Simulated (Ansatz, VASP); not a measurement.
Ta2N in VASP and in Ansatz

```xyz
9
Lattice="5.2641 0.0000 0.0000 -2.6321 4.5589 0.0000 0.0000 0.0000 4.8183" Properties=species:S:1:pos:R:3 pbc="T T T"
Ta    1.8498    3.2039    3.6263
Ta   -0.7823    1.3550    3.6263
Ta    1.5646    0.0000    3.6263
Ta    0.7823    1.3550    1.1920
Ta   -1.8498    3.2039    1.1920
Ta    3.6996    0.0000    1.1920
N     2.6321    1.5196    2.4091
N     0.0000    3.0393    2.4091
N     0.0000    0.0000    0.0000
```

Alike in both runs: task single point; functional LDA; k mesh 9 × 9 × 8; occupations gaussian, width 0.15 eV; no spin polarisation.

|  | VASP | Ansatz |
| --- | --- | --- |
| version | VASP 6.6.1 | Ansatz 0.2.0 |
| potentials or method | VASP PAW LDA potentials, release 64 (Ta_pv, N), cutoff 520 eV | scalar-relativistic, plane waves, PAW |
| valence electrons in the cell | 81 | 93 |

VASP gave:

| Item | Value |
| --- | --- |
| gap on the k mesh at the Fermi level (eV) | none |
| pressure (GPa) | 16.2 |
| traceless stress, the component that is largest in VASP (GPa) | 0.28 |
| rms of the force components (eV/Å) | 3.190 |

**Question.** Estimate Ansatz's values.

**Answer.** gap on the k mesh at the Fermi level (eV): none; pressure (GPa): 14.5; traceless stress, the component that is largest in VASP (GPa): 0.24; rms of the force components (eV/Å): 3.156.

Ansatz warns that its potentials were made for another functional, while VASP's fit it. LDA's correlation is that of Perdew and Zunger in VASP and of Perdew and Wang (1992) in Ansatz. Atom by atom the forces differ by 0.035 eV/Å (rms over components). A gap of «none» marks a metal or a gap that the smearing closes. VASP's potentials hold 81 valence electrons a cell and Ansatz's 93, so a difference there can come from the potentials and not from the codes.

Spin-orbit coupling is off throughout.
